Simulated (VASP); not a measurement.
A run of VASP 6.6.1:

Contents of INCAR:

```
  PREC = Accurate
  ENCUT = 520
  EDIFF = 1E-6
  ISMEAR = 0
  SIGMA = 0.1
  LREAL = False
  LASPH = True
  NELM = 80
  ALGO = Normal
  ISIF = 2
  LWAVE = False
  LCHARG = False
  LDIPOL = True
  IDIPOL = 3
  DIPOL = 0.5 0.5 0.500
  GGA = PE
  IVDW = 12
  NBANDS = 11
```

File KPOINTS:

```
Automatic mesh
0
Gamma
  21 21 1
```

The input POSCAR:

```
C
1.0
    2.4656524409      0.0000000000      0.0000000000
   -1.2328262205      2.1353176507      0.0000000000
    0.0000000000      0.0000000000     26.0024170307
C
2
Direct
    0.6666666667      0.3333333333      0.5000006383
    0.3333333333      0.6666666667      0.4999993617
```

Potentials or basis: VASP PAW PBE potentials, release 64 (C).

Run with:

```console
$ cat potpaw_PBE.64/C/POTCAR > POTCAR
$ mpirun -np 1 vasp_std > vasp.out
```

Hardware: 1 thread of Intel(R) Xeon(R) Platinum 8488C (Sapphire Rapids) (shared host).

Estimate the wall time of this run.

It took 110 s on 1 thread of Intel(R) Xeon(R) Platinum 8488C (Sapphire Rapids), on a shared host, peak memory 0.26 GiB. Counts: scf iterations 20, k points 48.
